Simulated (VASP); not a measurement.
# Mn (P6/mmm) in VASP: a series of runs, part 2 of 2

VASP 6.6.1.

### 4 Single point, PBE, collinear spin, ferromagnetic start (volume scaled by 0.6)

Contents of INCAR:

```
PREC = Accurate ; ENCUT = 600
EDIFF = 1E-6 ; ISMEAR = -1
SIGMA = 0.08 ; LREAL = False
LASPH = True ; NELM = 200
ALGO = Normal ; ISIF = 2
LWAVE = False ; LCHARG = False
ISPIN = 2 ; MAGMOM = 3
LORBIT = 11 ; LMAXMIX = 4
GGA = PE ; NBANDS = 18
GGA_COMPAT = False
```

Contents of KPOINTS:

```
regular mesh
0
Gamma
  18 18 17
```

Contents of POSCAR:

```
Mn
1.0
    2.0805579378      0.0000000000      0.0000000000
   -1.0402789689      1.8018160282      0.0000000000
    0.0000000000      0.0000000000      1.8226208628
Mn
1
Direct
    0.0000000000      0.0000000000      0.0000000000
```

Potentials or basis: VASP PAW PBE potentials, release 64 (Mn_sv).

Command:

```console
cat potpaw_PBE.64/Mn_sv/POTCAR > POTCAR
mpirun -np 1 vasp_std > vasp.out
```

OUTCAR:

```text
PREC = Accurate
   ENCUT = 600
   EDIFF = 1E-6
   ISMEAR = -1
   LREAL = False
   LASPH = True
   NELM = 200
   ISIF = 2
   ISPIN = 2
   LORBIT = 11
   GGA = PE

 ion  position               nearest neighbor table
   1  0.000  0.000  0.000-

  LATTYP: Found a hexagonal cell.
 ALAT       =     2.0805579378
 C/A-ratio  =     0.8760250458

  Lattice vectors:

 A1 = (   2.0805579378,   0.0000000000,   0.0000000000)
 A2 = (  -1.0402789689,   1.8018160282,   0.0000000000)
 A3 = (   0.0000000000,   0.0000000000,   1.8226208628)

Analysis of symmetry for initial positions (statically):
=====================================================================
 Subroutine PRICEL returns:
 Original cell was already a primitive cell.

 Routine SETGRP: Setting up the symmetry group for a
 hexagonal supercell.

 Subroutine GETGRP returns: Found 24 space group operations
 (whereof 24 operations were pure point group operations)
 out of a pool of 24 trial point group operations.

The static configuration has the point symmetry D_6h.

Analysis of symmetry for dynamics (positions and initial velocities):
=====================================================================
 Subroutine PRICEL returns:
 Original cell was already a primitive cell.

 Routine SETGRP: Setting up the symmetry group for a
 hexagonal supercell.

 Subroutine GETGRP returns: Found 24 space group operations
 (whereof 24 operations were pure point group operations)
 out of a pool of 24 trial point group operations.

The dynamic configuration has the point symmetry D_6h.

Analysis of structural, dynamic, and magnetic symmetry:
=====================================================================
 Subroutine PRICEL returns:
 Original cell was already a primitive cell.

 Routine SETGRP: Setting up the symmetry group for a
 hexagonal supercell.

 Subroutine GETGRP returns: Found 24 space group operations
 (whereof 24 operations were pure point group operations)
 out of a pool of 24 trial point group operations.

The overall configuration has the point symmetry D_6h.

 Subroutine INISYM returns: Found 24 space group operations
 (whereof 24 operations are pure point group operations),
 and found     1 'primitive' translations

----------------------------------------------------------------------------------------

                                     Primitive cell

  volume of cell :       6.8326

  direct lattice vectors                    reciprocal lattice vectors
     2.080557938  0.000000000  0.000000000     0.480640304  0.277497809  0.000000000
    -1.040278969  1.801816028  0.000000000     0.000000000  0.554995618  0.000000000
     0.000000000  0.000000000  1.822620863     0.000000000  0.000000000  0.548660459

  length of vectors
     2.080557938  2.080557938  1.822620863     0.554995618  0.554995618  0.548660459

  position of ions in fractional coordinates (direct lattice)
     0.000000000  0.000000000  0.000000000

  ion indices of the primitive-cell ions
   primitive index   ion index
                 1           1

----------------------------------------------------------------------------------------

 KPOINTS: regular mesh

Automatic generation of k-mesh.
 Grid dimensions read from file:
 generate k-points for:   18   18   17

[... 43 lines left out ...]
  0.388889  0.111111  0.000000     12.000000
 [... further k-points ...]
   k-points           NKPTS =    333   k-points in BZ     NKDIM =    333   number of bands    NBANDS=     18
   number of dos      NEDOS =    301   number of ions     NIONS =      1
   total plane-waves  NPLWV =   5184
   dimension x,y,z NGX =    18 NGY =   18 NGZ =   16
   dimension x,y,z NGXF=    36 NGYF=   36 NGZF=   32
   ions per type =               1
   NGX,Y,Z   is equivalent  to a cutoff of  14.38, 14.38, 14.59 a.u.
   NGXF,Y,Z  is equivalent  to a cutoff of  28.77, 28.77, 29.19 a.u.
 SYSTEM =  unknown system
   PREC   = accura    normal or accurate (medium, high low for compatibility)
   ISTART =      0    job   : 0-new  1-cont  2-samecut
   ICHARG =      2    charge: 1-file 2-atom 10-const
   ISPIN  =      2    spin polarized calculation?
   LNONCOLLINEAR =      F non collinear calculations
   LSORBIT =      F    spin-orbit coupling
   LASPH  =      T    aspherical Exc in radial PAW
   ENCUT  =  600.0 eV  44.10 Ry    6.64 a.u.   4.16  4.16  3.64*2*pi/ulx,y,z
   NELM   =    200;   NELMIN=  2; NELMDL= -5     # of ELM steps
   EDIFF  = 0.1E-05   stopping-criterion for ELM
   LREAL  =      F    real-space projection
   EDIFFG = 0.1E-04   stopping-criterion for IOM
   NSW    =      0    number of steps for IOM
   IBRION =     -1    ionic relax: 0-MD 1-quasi-New 2-CG
   NFREE  =      0    steps in history (QN), initial steepest desc. (CG)
   ISIF   =      2    stress and relaxation
   ISYM   =      2    0-nonsym 1-usesym 2-fastsym
   POTIM  = 0.5000    time-step for ionic-motion
   TEBEG  =    0.0;   TEEND  =   0.0 temperature during run
   PSTRESS=    0.0 pullay stress
   NELECT =      15.0000    total number of electrons
   NUPDOWN=      -1.0000    fix difference up-down
   EMIN   =  10.00;   EMAX   =-10.00  energy-range for DOS
   EFERMI =   0.00;   METHOD = LEGACY
   ISMEAR =    -1;   SIGMA  =   0.08  broadening in eV -4-tet -1-fermi 0-gaus
   EFERMI_NEDOS =   21; number of points for ismear=-14 and -15
   IALGO  =     38    algorithm
   IMIX   =      4    mixing-type and parameters
     AMIX     =   0.40;   BMIX     =  1.00
     AMIX_MAG =   1.60;   BMIX_MAG =  1.00
  volume/ion in A,a.u.               =       6.83        46.11
  Fermi-wavevector in a.u.,A,eV,Ry     =   2.127697  4.020764 61.594842  4.527093
  Thomas-Fermi vector in A             =   3.110346
   LORBIT       =     11    0 simple, 1 ext, 2 COOP (PROOUT), +10 PAW based schemes
   GGA     = PE    functional components
   LHFCALC =     F    Hartree Fock is set to
   AEXX    =    0.0000 exact exchange contribution
   IVDW    =     0    specifies the selected vdW correction
   LEPSILON=     F    determine dielectric tensor
   LRPA    =     F    only Hartree local field effects (RPA)
 spin polarized calculation
  energy-cutoff  :      600.00
  volume of cell :        6.83
 maximum number of plane-waves:       243
 NGX is ok and might be reduce to    18
   NGX =  9   NGY =  9   NGZ =  7

 number of electron      14.9999986 magnetization       0.0005301

 number of electron      14.9999986 magnetization      -0.0001003

 Free energy of the ion-electron system (eV)
  ---------------------------------------------------
  ext. energy  EPLUGINS =         0.00000000
  ---------------------------------------------------
  free energy    TOTEN  =        -5.27881530 eV

  energy without entropy =       -5.26025528  energy(sigma->0) =       -5.26953529

 E-fermi :  24.2455     XC(G=0): -17.0395

 val. band max:       24.2360474714   @ k =   0.1667   0.1667   0.1765
 cond. band min:      24.2482026065   @ k =   0.2778   0.0000   0.3529
 fundamental gap:      0.0121551351
 Fermi energy:        24.2455393846

 spin component 1

 k-point     1 :       0.0000    0.0000    0.0000
  band No.  band energies     occupation
      1     -56.7942      1.00000
      2     -23.4584      1.00000
      3     -23.4583      1.00000
      4     -22.5847      1.00000
      5      13.8811      1.00000
      6      16.8392      1.00000
[... 493 lines left out ...]
     17      70.6904      0.00000
     18      76.6860      0.00000

 [... further k-points ...]

 spin component 2

 k-point     1 :       0.0000    0.0000    0.0000
  band No.  band energies     occupation
      1     -56.7944      1.00000
      2     -23.4585      1.00000
      3     -23.4585      1.00000
      4     -22.5848      1.00000
      5      13.8810      1.00000
      6      16.8391      1.00000
[... 493 lines left out ...]
     17      70.6903      0.00000
     18      76.6859      0.00000

 [... further k-points ...]
[... 5 lines left out ...]
  --------------------------------------------------------------------------------------
  -------------------------------------------------------------------------------------
  Total       14.7914695     14.7914695     15.0101292      0.0000000     -0.0000000      0.0000000
  in kB     3468.4489448   3468.4489449   3519.7224382      0.0000000     -0.0000000      0.0000000
  external PRESSURE =    3485.5401093 kB  Pullay stress =       0.0000000 kB

 VOLUME and BASIS-vectors are now :
 -----------------------------------------------------------------------------
  energy-cutoff  :      600.00
  volume of cell :        6.83
      direct lattice vectors                 reciprocal lattice vectors
     2.080557938  0.000000000  0.000000000     0.480640304  0.277497809  0.000000000
    -1.040278969  1.801816028  0.000000000     0.000000000  0.554995618  0.000000000
     0.000000000  0.000000000  1.822620863     0.000000000  0.000000000  0.548660459

 POSITION                                       TOTAL-FORCE (eV/Angst)
 -----------------------------------------------------------------------------------
      0.00000      0.00000      0.00000         0.000000      0.000000      0.000000
 -----------------------------------------------------------------------------------
    total drift:                               -0.000000      0.000000      0.000000

  FREE ENERGIE OF THE ION-ELECTRON SYSTEM (eV)
  ---------------------------------------------------
  free  energy   TOTEN  =        -5.2788153017 eV

  energy  without entropy=       -5.2602552758  energy(sigma->0) =       -5.26953529

 total charge

# of ion       s       p       d       tot
------------------------------------------
    1        2.383   6.180   5.442  14.005

 magnetization (x)

# of ion       s       p       d       tot
------------------------------------------
    1       -0.000   0.000  -0.000  -0.000
```

OSZICAR:

```text
N       E                     dE             d eps       ncg     rms          rms(c)
DAV:   1     0.169348082117E+03    0.16935E+03   -0.87403E+03 28740   0.155E+03
DAV:   2     0.262094779768E+01   -0.16673E+03   -0.15299E+03 24216   0.395E+02
DAV:   3    -0.380552254264E+01   -0.64265E+01   -0.63023E+01 27724   0.919E+01
DAV:   4    -0.401349506993E+01   -0.20797E+00   -0.20739E+00 29900   0.140E+01
DAV:   5    -0.401982995703E+01   -0.63349E-02   -0.63333E-02 29266   0.223E+00    0.332E+01
DAV:   6    -0.511570249846E+01   -0.10959E+01   -0.45207E-01 33110   0.222E+01    0.100E+01
DAV:   7    -0.521828416112E+01   -0.10258E+00   -0.81397E-02 32402   0.369E+00    0.588E+00
DAV:   8    -0.526385955458E+01   -0.45575E-01   -0.16478E-02 34048   0.159E+00    0.264E+00
DAV:   9    -0.527852269962E+01   -0.14663E-01   -0.22808E-02 36694   0.130E+00    0.506E-01
DAV:  10    -0.527898105043E+01   -0.45835E-03   -0.90869E-04 28490   0.435E-01    0.292E-01
DAV:  11    -0.527879859355E+01    0.18246E-03   -0.23252E-04 34918   0.203E-01    0.653E-02
DAV:  12    -0.527881286742E+01   -0.14274E-04   -0.36141E-05 32952   0.562E-02    0.375E-02
DAV:  13    -0.527881454141E+01   -0.16740E-05   -0.33505E-06 29834   0.293E-02    0.652E-03
DAV:  14    -0.527881530170E+01   -0.76029E-06   -0.20198E-07 14102   0.873E-03
   1 F= -.52788153E+01 E0= -.52695353E+01  d E =-.185600E-01  mag=    -0.0001
```

It took 45 s on 1 thread of Intel Xeon 6975P-C (Granite Rapids), shared host; peak memory 0.18 GiB.

Results:

- Free energy: -5.2788 eV
- Pressure: 348.6 GPa
- Net moment: 0.00 μB per cell
- Valence electrons inside the program's atomic spheres: Mn 14.01

Stress tensor (GPa, compression positive):
```
346.84   0.00   0.00
  0.00 346.84   0.00
  0.00   0.00 351.97
```

Levels at points of the mesh, in eV from the Fermi level:
Spin up:
```tsv
k point	band 3	band 4	band 5	band 6	band 7	band 8	band 9	band 10	band 11	band 12
(0.00, 0.00, 0.00)	-47.70	-46.83	-10.36	-7.41	-2.81	-2.81	3.65	3.65	22.68	31.57
(0.50, 0.00, 0.00)	-48.36	-46.53	-8.46	-5.48	0.58	0.78	3.07	3.27	13.82	22.88
```
Spin down:
| k point | band 5 | band 6 | band 7 | band 8 | band 9 | band 10 |
| --- | --- | --- | --- | --- | --- | --- |
| (0.00, 0.00, 0.00) | -10.36 | -7.41 | -2.81 | -2.81 | 3.65 | 3.65 |
| (0.50, 0.00, 0.00) | -8.46 | -5.48 | 0.58 | 0.78 | 3.07 | 3.27 |

Caveat: the starting moments collapsed, and a magnetic state may lie lower.
